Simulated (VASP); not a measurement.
# Fe (Fmmm) in VASP: further runs, part 2 of 2

VASP 6.6.1. The steps go on from the part before.

## 3. Electric field gradients, LDA, collinear spin, ferromagnetic start (11.55 Å³/atom)

This run uses another cell than the first one, of 11.55 Å³/atom.

Input file INCAR:

```
SYSTEM = Fe
PREC = Accurate
ENCUT = 520
EDIFF = 1E-8
ISMEAR = -1
SIGMA = 0.05
LREAL = .False.
LASPH = .True.
NELM = 150
ALGO = Normal
ISIF = 2
LWAVE = .False.
LCHARG = .False.
ISPIN = 2
MAGMOM = 3
LORBIT = 11
LMAXMIX = 4
GGA = CA
LEFG = .True.
NBANDS = 14
```

Input file KPOINTS:

```
Automatic mesh
0
Gamma
  16 16 16
  0 0 0
```

Input file POSCAR:

```
Fe
1.0
    0.0000000000      1.9481907004      1.9716337988
    1.5034179515      0.0000000000      1.9716337988
    1.5034179515      1.9481907004      0.0000000000
Fe
1
Direct
    0.0000000000      0.0000000000      0.0000000000
```

Potentials or basis: VASP PAW LDA potentials, release 64 (Fe).

Started as:

```bash
> cat potpaw_LDA.64/Fe/POTCAR > POTCAR
> mpirun -np 1 vasp_std > vasp.out
```

OUTCAR:

```text
SYSTEM = Fe
   PREC = Accurate
   ENCUT = 520
   EDIFF = 1E-8
   ISMEAR = -1
   LREAL = .False.
   LASPH = .True.
   NELM = 150
   ISIF = 2
   ISPIN = 2
   LORBIT = 11
   GGA = CA

 ion  position               nearest neighbor table
   1  0.000  0.000  0.000-

  LATTYP: Found a face centered orthorhombic cell.
 ALAT       =     3.0068359030
 B/A-ratio  =     1.2958410524
 C/A-ratio  =     1.3114342534

  Lattice vectors:

 A1 = (   0.0000000000,   1.9481907004,   1.9716337988)
 A2 = (   1.5034179515,   0.0000000000,   1.9716337988)
 A3 = (   1.5034179515,   1.9481907004,   0.0000000000)

Analysis of symmetry for initial positions (statically):
=====================================================================
 Subroutine PRICEL returns:
 Original cell was already a primitive cell.

 Routine SETGRP: Setting up the symmetry group for a
 face centered orthorhombic supercell.

 Subroutine GETGRP returns: Found  8 space group operations
 (whereof  8 operations were pure point group operations)
 out of a pool of  8 trial point group operations.

The static configuration has the point symmetry D_2h.

Analysis of symmetry for dynamics (positions and initial velocities):
=====================================================================
 Subroutine PRICEL returns:
 Original cell was already a primitive cell.

 Routine SETGRP: Setting up the symmetry group for a
 face centered orthorhombic supercell.

 Subroutine GETGRP returns: Found  8 space group operations
 (whereof  8 operations were pure point group operations)
 out of a pool of  8 trial point group operations.

The dynamic configuration has the point symmetry D_2h.
[... 594 lines left out ...]
     13      37.2792      0.00000
     14      37.3607      0.00000
[... 379 lines left out ...]
      3       4.9050      1.00000
      4       5.5422      0.48420
      5       6.3890      0.00000
      6       7.0184      0.00000
      7      27.7012      0.00000
      8      29.3304      0.00000
      9      30.6299      0.00000
     10      34.2433      0.00000
     11      34.8135      0.00000
     12      36.5730      0.00000
     13      36.6813      0.00000
     14      38.9660      0.00000

 [... further k-points ...]
[... 5 lines left out ...]
  --------------------------------------------------------------------------------------
  -------------------------------------------------------------------------------------
  Total       -1.8443926     -1.2037129     -1.3175553      0.0000000      0.0000000      0.0000000
  in kB     -255.8565370   -166.9806103   -182.7729822      0.0000000      0.0000000      0.0000000
  external PRESSURE =    -201.8700432 kB  Pullay stress =       0.0000000 kB

 VOLUME and BASIS-vectors are now :
 -----------------------------------------------------------------------------
  energy-cutoff  :      520.00
  volume of cell :       11.55
      direct lattice vectors                 reciprocal lattice vectors
     0.000000000  1.948190700  1.971633799    -0.332575515  0.256648387  0.253596789
     1.503417951  0.000000000  1.971633799     0.332575515 -0.256648387  0.253596789
     1.503417951  1.948190700  0.000000000     0.332575515  0.256648387 -0.253596789

 POSITION                                       TOTAL-FORCE (eV/Angst)
 -----------------------------------------------------------------------------------
      0.00000      0.00000      0.00000         0.000000      0.000000     -0.000000
 -----------------------------------------------------------------------------------
    total drift:                                0.000000      0.000000      0.000000

  FREE ENERGIE OF THE ION-ELECTRON SYSTEM (eV)
  ---------------------------------------------------
  free  energy   TOTEN  =        -9.1229969138 eV

  energy  without entropy=       -9.1128011510  energy(sigma->0) =       -9.11789903

 Electric field gradients (V/A^2)
---------------------------------------------------------------------
 ion       V_xx      V_yy      V_zz      V_xy      V_xz      V_yz
---------------------------------------------------------------------
   1       7.902    -3.915    -3.987     0.002     0.000    -0.001
---------------------------------------------------------------------

 Electric field gradients after diagonalization (V/A^2)
 (convention: |V_zz| > |V_xx| > |V_yy|)
----------------------------------------------------------------------
 ion       V_xx      V_yy      V_zz     asymmetry (V_yy - V_xx)/ V_zz
----------------------------------------------------------------------
   1      -3.987    -3.915     7.902       0.009
----------------------------------------------------------------------

           NMR quadrupolar parameters

 Cq : quadrupolar parameter    Cq=e*Q*V_zz/h
 eta: asymmetry parameters     (V_yy - V_xx)/ V_zz
 Q  : nuclear electric quadrupole moment in mb (millibarn)
----------------------------------------------------------------------
 ion       Cq(MHz)       eta       Q (mb)
----------------------------------------------------------------------
   1       0.019       0.009       1.000
----------------------------------------------------------------------

 total charge

# of ion       s       p       d       tot
------------------------------------------
    1        0.482   0.520   6.245   7.247

 magnetization (x)

# of ion       s       p       d       tot
------------------------------------------
    1       -0.011  -0.033   2.180   2.136
```

OSZICAR:

```text
N       E                     dE             d eps       ncg     rms          rms(c)
DAV:   1     0.207618679185E+02    0.20762E+02   -0.37956E+03 38358   0.713E+02
DAV:   2    -0.928928420893E+01   -0.30051E+02   -0.27522E+02 37782   0.129E+02
DAV:   3    -0.102210080561E+02   -0.93172E+00   -0.92400E+00 42494   0.236E+01
DAV:   4    -0.102244346194E+02   -0.34266E-02   -0.34262E-02 40152   0.128E+00
DAV:   5    -0.102244539038E+02   -0.19284E-04   -0.19284E-04 42620   0.988E-02    0.116E+01
DAV:   6    -0.924749397360E+01    0.97696E+00   -0.11004E+01 44328   0.403E+01    0.589E+00
DAV:   7    -0.914153684730E+01    0.10596E+00   -0.83431E-01 43134   0.108E+01    0.328E+00
DAV:   8    -0.913166464307E+01    0.98722E-02   -0.45914E-03 40920   0.409E-01    0.120E+00
DAV:   9    -0.912330500310E+01    0.83596E-02   -0.59443E-03 48910   0.373E-01    0.286E-01
DAV:  10    -0.912297812001E+01    0.32688E-03   -0.15985E-04 44070   0.197E-01    0.734E-02
DAV:  11    -0.912299563818E+01   -0.17518E-04   -0.82769E-05 44576   0.801E-02    0.315E-02
DAV:  12    -0.912299600183E+01   -0.36365E-06   -0.13257E-06 40578   0.137E-02    0.125E-02
DAV:  13    -0.912299721071E+01   -0.12089E-05   -0.84071E-07 46952   0.652E-03    0.847E-03
DAV:  14    -0.912299698381E+01    0.22690E-06   -0.22233E-07 42484   0.493E-03    0.334E-03
DAV:  15    -0.912299692168E+01    0.62132E-07   -0.69134E-09 23468   0.859E-04    0.105E-03
DAV:  16    -0.912299691377E+01    0.79153E-08   -0.30909E-09 18846   0.474E-04
   1 F= -.91229969E+01 E0= -.91178990E+01  d E =-.101958E-01  mag=     2.1612
```

Wall time 3.7 min (1 thread of Intel Xeon 8259CL, shared host); peak memory 0.26 GiB.

What came out:

| Property | Result |
| --- | --- |
| Free energy | -9.1230 eV |
| Pressure | -20.2 GPa |
| Net moment | 2.16 μB per cell |
| Site moments | Fe +2.14 μB |
| Largest electric field gradient by atom | Fe +7.9 V/Å² |
| Valence electrons inside the program's atomic spheres | Fe 7.25 |

Stress tensor (GPa, compression positive):
```
-25.59   0.00   0.00
  0.00 -16.70   0.00
  0.00   0.00 -18.28
```

Levels at points of the mesh, in eV from the Fermi level:
Spin up:
| k point | band 1 | band 2 | band 3 | band 4 | band 5 | band 6 | band 7 | band 8 | band 9 | band 10 |
| --- | --- | --- | --- | --- | --- | --- | --- | --- | --- | --- |
| (0.00, 0.00, 0.00) | -8.46 | -2.43 | -2.33 | -1.98 | -1.20 | -0.80 | 23.60 | 25.07 | 25.33 | 29.24 |
| (0.50, 0.00, 0.00) | -4.86 | -3.14 | -1.27 | -0.67 | 0.20 | 0.33 | 6.92 | 18.69 | 20.68 | 23.74 |
| (0.50, 0.50, 0.00) | -4.89 | -3.71 | -0.63 | -0.56 | 0.41 | 0.75 | 7.63 | 17.10 | 18.28 | 22.12 |
| (0.50, 0.00, 0.50) | -4.88 | -3.68 | -0.67 | -0.61 | 0.47 | 0.97 | 7.90 | 16.87 | 18.04 | 21.90 |
| (0.00, 0.50, 0.50) | -4.80 | -4.61 | 0.02 | 0.12 | 0.22 | 7.67 | 10.70 | 10.71 | 14.36 | 16.34 |
Spin down:
```csv
k point,band 1,band 2,band 3,band 4,band 5,band 6,band 7
"(0.00, 0.00, 0.00)",-8.08,-0.71,-0.58,-0.12,0.98,1.52,23.75
"(0.50, 0.00, 0.00)",-3.65,-1.49,0.56,0.88,1.60,2.39,8.24
"(0.50, 0.50, 0.00)",-3.63,-2.17,1.13,1.61,1.73,2.45,8.93
"(0.50, 0.00, 0.50)",-3.61,-2.12,1.35,1.55,1.67,2.48,9.19
"(0.00, 0.50, 0.50)",-3.24,-3.04,2.09,2.13,2.21,8.13,11.17
```

Electric field gradients, principal values (V/Å²):
```
atom   least  middle  greatest (by size)
1 Fe  -3.915  -3.987               7.902
```

Caveat: the cell stands under tension; without QUAD_EFG the Cq values of the log hold for a quadrupole moment of 1 mb, not for the nuclei.

## 4. Electric field gradients, LDA, collinear spin, ferromagnetic start (11.89 Å³/atom)

This run uses another cell than the first one, of 11.89 Å³/atom.

Input file INCAR:

```
SYSTEM = Fe
PREC     = Accurate       ! precision mode
ENCUT    = 520            ! plane-wave cutoff, eV
EDIFF    = 1E-8           ! SCF threshold, eV
ISMEAR   = -1             ! smearing method
SIGMA    = 0.05           ! smearing width, eV
LREAL    = .FALSE.        ! projectors in reciprocal space
LASPH    = .TRUE.         ! aspherical terms in the spheres
NELM     = 150            ! most SCF steps
ALGO     = Normal         ! electronic algorithm
ISIF     = 2              ! what is computed and relaxed
LWAVE    = .FALSE.        ! write WAVECAR
LCHARG   = .FALSE.        ! write CHGCAR
ISPIN    = 2              ! spin polarisation
MAGMOM   = 3              ! initial moments
LORBIT   = 11             ! projections on sites
LMAXMIX  = 4              ! l up to which the mixer works
LEFG     = .TRUE.       
NBANDS   = 14             ! bands
```

Input file KPOINTS:

```
regular mesh
0
G
  16 16 16
  0 0 0
```

Input file POSCAR:

```
Fe
1.0
    0.0000000000      1.9672918273      1.9909647747
    1.5181582831      0.0000000000      1.9909647747
    1.5181582831      1.9672918273      0.0000000000
Fe
1
Direct
    0.0000000000      0.0000000000      0.0000000000
```

Potentials or basis: VASP PAW LDA potentials, release 64 (Fe).

Started as:

```bash
> cat potpaw_LDA.64/Fe/POTCAR > POTCAR
> mpirun -np 1 vasp_std > vasp.out
```

OUTCAR:

```text
SYSTEM = Fe
   PREC = Accurate
   ENCUT = 520
   EDIFF = 1E-8
   ISMEAR = -1
   LREAL = .FALSE.
   LASPH = .TRUE.
   NELM = 150
   ISIF = 2
   ISPIN = 2
   LORBIT = 11

 ion  position               nearest neighbor table
   1  0.000  0.000  0.000-

  LATTYP: Found a face centered orthorhombic cell.
 ALAT       =     3.0363165662
 B/A-ratio  =     1.2958410524
 C/A-ratio  =     1.3114342535

  Lattice vectors:

 A1 = (   0.0000000000,   1.9672918273,   1.9909647747)
 A2 = (   1.5181582831,   0.0000000000,   1.9909647747)
 A3 = (   1.5181582831,   1.9672918273,   0.0000000000)

Analysis of symmetry for initial positions (statically):
=====================================================================
 Subroutine PRICEL returns:
 Original cell was already a primitive cell.

 Routine SETGRP: Setting up the symmetry group for a
 face centered orthorhombic supercell.

 Subroutine GETGRP returns: Found  8 space group operations
 (whereof  8 operations were pure point group operations)
 out of a pool of  8 trial point group operations.

The static configuration has the point symmetry D_2h.

Analysis of symmetry for dynamics (positions and initial velocities):
=====================================================================
 Subroutine PRICEL returns:
 Original cell was already a primitive cell.

 Routine SETGRP: Setting up the symmetry group for a
 face centered orthorhombic supercell.

 Subroutine GETGRP returns: Found  8 space group operations
 (whereof  8 operations were pure point group operations)
 out of a pool of  8 trial point group operations.

The dynamic configuration has the point symmetry D_2h.

Analysis of structural, dynamic, and magnetic symmetry:
=====================================================================
 Subroutine PRICEL returns:
 Original cell was already a primitive cell.

 Routine SETGRP: Setting up the symmetry group for a
 face centered orthorhombic supercell.

 Subroutine GETGRP returns: Found  8 space group operations
 (whereof  8 operations were pure point group operations)
 out of a pool of  8 trial point group operations.

The overall configuration has the point symmetry D_2h.

 Subroutine INISYM returns: Found  8 space group operations
 (whereof  8 operations are pure point group operations),
 and found     1 'primitive' translations

----------------------------------------------------------------------------------------

                                     Primitive cell

  volume of cell :      11.8927

  direct lattice vectors                    reciprocal lattice vectors
     0.000000000  1.967291827  1.990964775    -0.329346423  0.254156497  0.251134529
     1.518158283  0.000000000  1.990964775     0.329346423 -0.254156497  0.251134529
     1.518158283  1.967291827  0.000000000     0.329346423  0.254156497 -0.251134529

  length of vectors
     2.798960140  2.503746254  2.484963120     0.485935328  0.485935328  0.485935328

  position of ions in fractional coordinates (direct lattice)
     0.000000000  0.000000000  0.000000000

  ion indices of the primitive-cell ions
   primitive index   ion index
                 1           1

----------------------------------------------------------------------------------------

 KPOINTS: regular mesh

[... 111 lines left out ...]
  free energy    TOTEN  =        -9.07573047 eV

  energy without entropy =       -9.06572623  energy(sigma->0) =       -9.07072835

 E-fermi :   5.2242     XC(G=0): -13.1585

 val. band max:        5.2232449765   @ k =  -0.2500   0.3125   0.3125
 cond. band min:       5.2260685007   @ k =  -0.1250   0.3750   0.3125
 fundamental gap:      0.0028235241
 Fermi energy:         5.2242414146

 spin component 1

 k-point     1 :       0.0000    0.0000    0.0000
  band No.  band energies     occupation
      1      -3.0512      1.00000
      2       2.8631      1.00000
      3       2.9579      1.00000
      4       3.2932      1.00000
      5       4.0444      1.00000
      6       4.4300      1.00000
      7      28.5800      0.00000
      8      30.0103      0.00000
      9      30.2517      0.00000
     10      33.9986      0.00000
     11      34.9479      0.00000
     12      35.0839      0.00000
     13      35.5589      0.00000
     14      35.6315      0.00000
[... 379 lines left out ...]
      3       2.9209      1.00000
      4       3.4145      1.00000
      5       3.9491      1.00000
      6       4.3922      1.00000
      7      26.6826      0.00000
      8      28.2383      0.00000
      9      29.7788      0.00000
     10      32.8170      0.00000
     11      33.3045      0.00000
     12      34.9731      0.00000
     13      35.3987      0.00000
     14      37.2430      0.00000

 [... further k-points ...]

 spin component 2

 k-point     1 :       0.0000    0.0000    0.0000
  band No.  band energies     occupation
      1      -2.6713      1.00000
      2       4.6430      0.99999
      3       4.7706      0.99989
      4       5.2091      0.57531
      5       6.2649      0.00000
      6       6.7929      0.00000
      7      28.7210      0.00000
      8      30.1811      0.00000
      9      30.4435      0.00000
     10      34.5607      0.00000
     11      35.4389      0.00000
     12      35.7839      0.00000
     13      36.3927      0.00000
     14      36.4691      0.00000
[... 379 lines left out ...]
      3       4.7155      0.99996
      4       5.3287      0.11022
      5       6.1431      0.00000
      6       6.7498      0.00000
      7      27.0994      0.00000
      8      28.6724      0.00000
      9      30.0099      0.00000
     10      33.4097      0.00000
     11      33.9459      0.00000
     12      35.6825      0.00000
     13      35.8751      0.00000
     14      38.0232      0.00000

 [... further k-points ...]
[... 5 lines left out ...]
  --------------------------------------------------------------------------------------
  -------------------------------------------------------------------------------------
  Total       -2.1275288     -1.5400889     -1.6459118      0.0000000      0.0000000      0.0000000
  in kB     -286.6200795   -207.4803484   -221.7367783      0.0000000      0.0000000      0.0000000
  external PRESSURE =    -238.6124021 kB  Pullay stress =       0.0000000 kB

 VOLUME and BASIS-vectors are now :
 -----------------------------------------------------------------------------
  energy-cutoff  :      520.00
  volume of cell :       11.89
      direct lattice vectors                 reciprocal lattice vectors
     0.000000000  1.967291827  1.990964775    -0.329346423  0.254156497  0.251134529
     1.518158283  0.000000000  1.990964775     0.329346423 -0.254156497  0.251134529
     1.518158283  1.967291827  0.000000000     0.329346423  0.254156497 -0.251134529

 POSITION                                       TOTAL-FORCE (eV/Angst)
 -----------------------------------------------------------------------------------
      0.00000      0.00000      0.00000         0.000000      0.000000      0.000000
 -----------------------------------------------------------------------------------
    total drift:                                0.000000     -0.000000      0.000000

  FREE ENERGIE OF THE ION-ELECTRON SYSTEM (eV)
  ---------------------------------------------------
  free  energy   TOTEN  =        -9.0757304731 eV

  energy  without entropy=       -9.0657262280  energy(sigma->0) =       -9.07072835

 Electric field gradients (V/A^2)
---------------------------------------------------------------------
 ion       V_xx      V_yy      V_zz      V_xy      V_xz      V_yz
---------------------------------------------------------------------
   1       6.725    -3.466    -3.259     0.002    -0.003     0.001
---------------------------------------------------------------------

 Electric field gradients after diagonalization (V/A^2)
 (convention: |V_zz| > |V_xx| > |V_yy|)
----------------------------------------------------------------------
 ion       V_xx      V_yy      V_zz     asymmetry (V_yy - V_xx)/ V_zz
----------------------------------------------------------------------
   1      -3.466    -3.259     6.725       0.031
----------------------------------------------------------------------

           NMR quadrupolar parameters

 Cq : quadrupolar parameter    Cq=e*Q*V_zz/h
 eta: asymmetry parameters     (V_yy - V_xx)/ V_zz
 Q  : nuclear electric quadrupole moment in mb (millibarn)
----------------------------------------------------------------------
 ion       Cq(MHz)       eta       Q (mb)
----------------------------------------------------------------------
   1       0.016       0.031       1.000
----------------------------------------------------------------------

 total charge

# of ion       s       p       d       tot
------------------------------------------
    1        0.471   0.495   6.226   7.191

 magnetization (x)

# of ion       s       p       d       tot
------------------------------------------
    1       -0.011  -0.033   2.243   2.200
```

Run time: 4.4 min. Hardware: 1 thread of Intel Xeon 8259CL, shared host; peak memory 0.26 GiB.

What came out:

* Free energy: -9.0757 eV
* Pressure: -23.9 GPa
* Net moment: 2.22 μB per cell
* Site moments: Fe +2.20 μB
* Largest electric field gradient by atom: Fe +6.7 V/Å²
* Valence electrons inside the program's atomic spheres: Fe 7.19

Stress tensor (GPa, compression positive):
```
-28.66   0.00   0.00
  0.00 -20.75   0.00
  0.00   0.00 -22.17
```

Electric field gradients, principal values (V/Å²):
```
atom   least  middle  greatest (by size)
1 Fe  -3.259  -3.466               6.725
```

Caveat: the cell stands under tension; without QUAD_EFG the Cq values of the log hold for a quadrupole moment of 1 mb, not for the nuclei.

## 5. The runs side by side

```csv
cell,gap on the mesh (eV),pressure (GPa),moment (μB)
"a = 2.805, b = 2.518, c = 2.453 Å, angles 68.7, 56.8, 54.6°, 1 atom",none,-22.7,2.20
"a = 2.772, b = 2.479, c = 2.461 Å, angles 68.3, 56.2, 55.6°, 1 atom",none,-20.2,2.16
"a = 2.799, b = 2.504, c = 2.485 Å, angles 68.3, 56.2, 55.6°, 1 atom",none,-23.9,2.22
```

Alike in all rows: task electric field gradients; level LDA; potentials or basis VASP PAW LDA potentials, release 64 (Fe); spin collinear, ferromagnetic start; k mesh 16 × 16 × 16; cutoff (eV) 520; smearing fermi-dirac 0.05 eV.

Caveats: the cell stands under tension.

Total energies depend on the potentials used, so only differences within one code and one set of settings carry meaning.
